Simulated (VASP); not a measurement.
# AlGaN2 (P-4m2) in VASP: a series of runs, part 2 of 2

VASP 6.6.1. The steps go on from the part before.

## (4) Single point, LDA (biaxial strain in the a-b plane: -4.0 %)

File INCAR:

```
PREC = Accurate
ENCUT = 520
EDIFF = 1E-6
ISMEAR = 0
SIGMA = 0.02
LREAL = False
LASPH = True
NELM = 100
ALGO = Normal
ISIF = 2
LWAVE = False
LCHARG = False
NBANDS = 21
```

File KPOINTS:

```
Automatic mesh
0
Gamma
  8 8 6
```

File POSCAR:

```
AlGaN2
1.0
    2.9906750084      0.0000000000      0.0000000000
    0.0000000000      2.9906750084      0.0000000000
    0.0000000000      0.0000000000      4.4895541171
Al Ga N
1 1 2
Direct
    0.5000000000      0.5000000000      0.5000000000
    0.0000000000      0.0000000000      0.0000000000
    0.5000000000      0.0000000000      0.7405876473
    0.0000000000      0.5000000000      0.2594123527
```

Potentials or basis: VASP PAW LDA potentials, release 64 (Al, Ga_d, N).

Command:

```bash
$ cat potpaw_LDA.64/Al/POTCAR potpaw_LDA.64/Ga_d/POTCAR potpaw_LDA.64/N/POTCAR > POTCAR
$ mpirun -np 1 vasp_std > vasp.out
```

OUTCAR:

```text
PREC = Accurate
   ENCUT = 520
   EDIFF = 1E-6
   ISMEAR = 0
   LREAL = False
   LASPH = True
   NELM = 100
   ISIF = 2

 ion  position               nearest neighbor table
   1  0.500  0.500  0.500-   3 1.84   4 1.84   3 1.84   4 1.84   2 3.08   2 3.08   2 3.08   2 3.08
                             2 3.08   2 3.08   2 3.08   2 3.08
   2  0.000  0.000  0.000-   3 1.90   4 1.90   4 1.90   3 1.90   1 3.08   1 3.08   1 3.08   1 3.08
                             1 3.08   1 3.08   1 3.08   1 3.08
   3  0.500  0.000  0.741-   1 1.84   1 1.84   2 1.90   2 1.90
   4  0.000  0.500  0.259-   1 1.84   1 1.84   2 1.90   2 1.90

  LATTYP: Found a simple tetragonal cell.
 ALAT       =     2.9906750084
 C/A-ratio  =     1.5011842158

  Lattice vectors:

 A1 = (   2.9906750084,   0.0000000000,   0.0000000000)
 A2 = (   0.0000000000,   2.9906750084,   0.0000000000)
 A3 = (   0.0000000000,   0.0000000000,   4.4895541171)

Analysis of symmetry for initial positions (statically):
=====================================================================
 Subroutine PRICEL returns:
 Original cell was already a primitive cell.

 Routine SETGRP: Setting up the symmetry group for a
 simple tetragonal supercell.

 Subroutine GETGRP returns: Found  8 space group operations
 (whereof  8 operations were pure point group operations)
 out of a pool of 16 trial point group operations.

The static configuration has the point symmetry D_2d.

Analysis of symmetry for dynamics (positions and initial velocities):
=====================================================================
 Subroutine PRICEL returns:
 Original cell was already a primitive cell.

 Routine SETGRP: Setting up the symmetry group for a
 simple tetragonal supercell.

 Subroutine GETGRP returns: Found  8 space group operations
 (whereof  8 operations were pure point group operations)
 out of a pool of 16 trial point group operations.

The dynamic configuration has the point symmetry D_2d.

[... 115 lines left out ...]
   EMIN   =  10.00;   EMAX   =-10.00  energy-range for DOS
   EFERMI =   0.00;   METHOD = LEGACY
   ISMEAR =     0;   SIGMA  =   0.02  broadening in eV -4-tet -1-fermi 0-gaus
   EFERMI_NEDOS =   21; number of points for ismear=-14 and -15
   IALGO  =     38    algorithm
   IMIX   =      4    mixing-type and parameters
     AMIX     =   0.40;   BMIX     =  1.00
     AMIX_MAG =   1.60;   BMIX_MAG =  1.00
  volume/ion in A,a.u.               =      10.04        67.75
  Fermi-wavevector in a.u.,A,eV,Ry     =   1.416290  2.676399 27.291602  2.005876
  Thomas-Fermi vector in A             =   2.537640
   LORBIT       =      0    0 simple, 1 ext, 2 COOP (PROOUT), +10 PAW based schemes
   GGA     = CA    functional components
   LHFCALC =     F    Hartree Fock is set to
   AEXX    =    0.0000 exact exchange contribution
   IVDW    =     0    specifies the selected vdW correction
   LEPSILON=     F    determine dielectric tensor
   LRPA    =     F    only Hartree local field effects (RPA)
 non-spin polarized calculation
 Gauss-broadening in eV      SIGMA  =   0.02
  energy-cutoff  :      520.00
  volume of cell :       40.16
 maximum number of plane-waves:      1097
 NGX is ok and might be reduce to    24
   NGX = 11   NGY = 11   NGZ = 17

 number of electron      25.9999999 magnetization

 Free energy of the ion-electron system (eV)
  ---------------------------------------------------
  ext. energy  EPLUGINS =         0.00000000
  ---------------------------------------------------
  free energy    TOTEN  =       -30.15316414 eV

  energy without entropy =      -30.15316414  energy(sigma->0) =      -30.15316414

 E-fermi :   6.5328     XC(G=0): -12.1371

 val. band max:        6.4032326098   @ k =   0.0000   0.0000   0.0000
 cond. band min:       9.4374714800   @ k =   0.5000   0.5000   0.0000
 fundamental gap:      3.0342388702
 Fermi energy:         6.5327933247

 k-point     1 :       0.0000    0.0000    0.0000
  band No.  band energies     occupation
      1      -9.7077      2.00000
      2      -8.0456      2.00000
      3      -6.7983      2.00000
      4      -6.7983      2.00000
      5      -6.7634      2.00000
      6      -6.5549      2.00000
[... 565 lines left out ...]
     20      19.0671      0.00000
     21      19.3481      0.00000

 [... further k-points ...]
[... 5 lines left out ...]
  --------------------------------------------------------------------------------------
  -------------------------------------------------------------------------------------
  Total        4.4043938      4.4043938      1.9785863      0.0000000      0.0000000      0.0000000
  in kB      175.7337064    175.7337064     78.9448713      0.0000000      0.0000000      0.0000000
  external PRESSURE =     143.4707614 kB  Pullay stress =       0.0000000 kB

 VOLUME and BASIS-vectors are now :
 -----------------------------------------------------------------------------
  energy-cutoff  :      520.00
  volume of cell :       40.16
      direct lattice vectors                 reciprocal lattice vectors
     2.990675008  0.000000000  0.000000000     0.334372674  0.000000000  0.000000000
     0.000000000  2.990675008  0.000000000     0.000000000  0.334372674  0.000000000
     0.000000000  0.000000000  4.489554117     0.000000000  0.000000000  0.222739269

 POSITION                                       TOTAL-FORCE (eV/Angst)
 -----------------------------------------------------------------------------------
      1.49534      1.49534      2.24478        -0.000000      0.000000      0.000000
      0.00000      0.00000      0.00000        -0.000000     -0.000000      0.000000
      1.49534      0.00000      3.32491         0.000000     -0.000000     -0.010192
      0.00000      1.49534      1.16465        -0.000000     -0.000000      0.010192
 -----------------------------------------------------------------------------------
    total drift:                                0.000000      0.000000      0.000000

  FREE ENERGIE OF THE ION-ELECTRON SYSTEM (eV)
  ---------------------------------------------------
  free  energy   TOTEN  =       -30.1531641375 eV

  energy  without entropy=      -30.1531641375  energy(sigma->0) =      -30.15316414
```

Run time: 20 s. Hardware: 1 thread of Intel Xeon Platinum 8488C (Sapphire Rapids), shared host; peak memory 0.17 GiB.

What came out:

```yaml
Free_energy: -30.1532 eV
Pressure: 14.3 GPa
Largest_force: 0.010 eV/Å
Band_gap_on_the_k_mesh: 3.03 eV, indirect (least direct gap 3.39 eV)
```

Forces on the atoms (eV/Å):
```
Al   0.000  0.000  0.000
Ga   0.000  0.000  0.000
N    0.000  0.000 -0.010
N    0.000  0.000  0.010
```

Stress tensor (GPa, compression positive):
```
17.57  0.00  0.00
 0.00 17.57  0.00
 0.00  0.00  7.89
```

Caveat: the cell differs from its parent crystal (biaxial strain in the a-b plane: -4.0 %). A k mesh can miss the band edges.

## (5) Single point, LDA (biaxial strain in the a-b plane: -4.0 %, then relaxed in part)

File INCAR:

```
SYSTEM = AlGaN2
PREC = Accurate
ENCUT = 520
EDIFF = 1E-6
ISMEAR = 0
SIGMA = 0.02
LREAL = .False.
LASPH = .True.
NELM = 80
ALGO = Normal
ISIF = 2
LWAVE = .False.
LCHARG = .False.
GGA = CA
NBANDS = 21
```

File KPOINTS:

```
regular mesh
0
Gamma
  8 8 6
  0 0 0
```

File POSCAR:

```
AlGaN2
1.0
    2.9906750084      0.0000000000      0.0000000000
    0.0000000000      2.9906750084      0.0000000000
    0.0000000000      0.0000000000      4.5676327194
Al Ga N
1 1 2
Direct
    0.5000000000      0.5000000000      0.5000000000
    0.0000000000      0.0000000000      0.0000000000
    0.5000000000      0.0000000000      0.7410137722
    0.0000000000      0.5000000000      0.2589862278
```

Command:

```bash
$ cat potpaw_LDA.64/Al/POTCAR potpaw_LDA.64/Ga_d/POTCAR potpaw_LDA.64/N/POTCAR > POTCAR
$ mpirun -np 1 vasp_std > vasp.out
```

Wall time 19 s (1 thread of Intel Xeon Platinum 8488C (Sapphire Rapids), shared host); peak memory 0.17 GiB.

The run converged. Its results:

```
Free energy            : -30.1732 eV
Pressure               : 9.8 GPa
Largest force          : 0.033 eV/Å
Band gap on the k mesh : 2.97 eV, indirect (least direct gap 3.21 eV)
```

Forces on the atoms (eV/Å):
```
Al   0.000  0.000  0.000
Ga   0.000  0.000  0.000
N    0.000  0.000 -0.033
N    0.000  0.000  0.033
```

Stress tensor (GPa, compression positive):
```
14.07  0.00  0.00
 0.00 14.07  0.00
 0.00  0.00  1.15
```

Levels at points of the mesh, in eV from the valence-band top:
```tsv
k point	band 9	band 10	band 11	band 12	band 13	band 14	band 15	band 16	band 17	band 18
(0.00, 0.00, 0.00)	-2.18	-2.18	-0.63	0.00	0.00	3.21	3.74	8.57	11.46	11.46
(0.50, 0.00, 0.00)	-4.94	-3.61	-3.58	-0.81	-0.50	7.33	7.55	8.78	9.12	9.51
(0.50, 0.50, 0.00)	-5.06	-2.84	-2.79	-2.79	-2.74	2.97	2.97	5.94	8.50	13.05
(0.00, 0.00, 0.50)	-3.13	-1.51	-1.51	-0.88	-0.88	5.28	5.36	8.16	9.98	10.99
(0.50, 0.00, 0.50)	-6.74	-1.36	-1.22	-0.80	-0.41	5.27	6.58	9.34	9.68	10.07
(0.50, 0.50, 0.50)	-4.55	-4.40	-3.61	-3.61	-3.58	5.63	5.63	9.15	10.12	10.12
```

Caveat: the cell differs from its parent crystal (biaxial strain in the a-b plane: -4.0 %, then relaxed in part).

## (6) Overview

| cell | gap on the mesh (eV) | pressure (GPa) | largest force (eV/Å) |
| --- | --- | --- | --- |
| a = 2.928, b = 2.928, c = 4.651 Å, 4 atoms | 2.84 | 15.3 | 0.03 |
| a = 2.991, b = 2.991, c = 4.490 Å, 4 atoms | 3.03 | 14.3 | 0.01 |
| a = 2.991, b = 2.991, c = 4.568 Å, 4 atoms | 2.97 | 9.8 | 0.03 |

Alike in all rows: task single point; level LDA; potentials or basis VASP PAW LDA potentials, release 64 (Al, Ga_d, N); no spin polarisation; k mesh 8 × 8 × 6; cutoff (eV) 520; smearing gaussian 0.02 eV.

Total energies depend on the potentials used, so only differences within one code and one set of settings carry meaning.
